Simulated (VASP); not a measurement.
Wanted: the native input for a VASP 6.6.1 run.

```yaml
Task: relaxation of cell and atoms
Functional: PBEsol
Potentials_or_basis: VASP PAW PBE potentials, release 64 (Cd)
Cutoff: 600 eV
k_mesh: 10 × 10 × 5
Occupations: fermi-dirac, width 0.05 eV
Spin: no spin polarisation
Target_pressure: 10 GPa
Dipole_correction: no
Further_INCAR_settings: ALGO = Normal; EDIFF = 1e-07; IBRION = 2; EDIFFG = -0.01; NSW = 80; ISIF = 3
```

The structure of Cd lies in POSCAR:

```
Cd
1.0
    2.9788700000      0.0000000000      0.0000000000
   -1.4894350000      2.5797770946      0.0000000000
    0.0000000000      0.0000000000      5.6176500000
Cd
2
Direct
    0.6666666667      0.3333333333      0.7500000000
    0.3333333333      0.6666666667      0.2500000000
```

The input as run:

INCAR

```
ALGO = Normal
EDIFF = 1E-7
EDIFFG = -0.01
ENCUT = 600
GGA = PS
IBRION = 2
ISIF = 3
ISMEAR = -1
LASPH = True
LCHARG = False
LREAL = False
LWAVE = False
NELM = 100
NSW = 80
PREC = Accurate
PSTRESS = 100.0
SIGMA = 0.05
```

KPOINTS

```
k-points
0
Gamma
  10 10 5
```

Potentials or basis: VASP PAW PBE potentials, release 64 (Cd).

Launch:

```console
$ cat potpaw_PBE.64/Cd/POTCAR > POTCAR
$ mpirun -np 1 vasp_std > vasp.out
```

It gave:

| Property | Result |
| --- | --- |
| Relaxed volume | 18.58 Å³/atom |
| Relaxed cell | a = 2.887 Å, b = 2.887 Å, c = 5.146 Å, α = 90.00°, β = 90.00°, γ = 120.00° |
| Space group after relaxing (to 0.05 Å) | P6_3/mmc (No. 194) |
| Energy change on relaxing (the enthalpy is what falls) | +65.0 meV/atom |
| Ionic steps | 12 |
| Pressure after relaxing | 10.1 GPa |
| Band gap on the k mesh | zero (band 12 reaches 5.14 eV, above the bottom of band 13 at 1.76 eV) |

Caveat: the cell is relaxed towards a set pressure, so the enthalpy falls and the energy may rise; the PAW data sets were made with another functional, which shifts forces and pressure a little.

It took 120 s on 1 thread of AMD EPYC 9R14 (Zen 4), with other jobs on the host, peak memory 0.16 GiB.
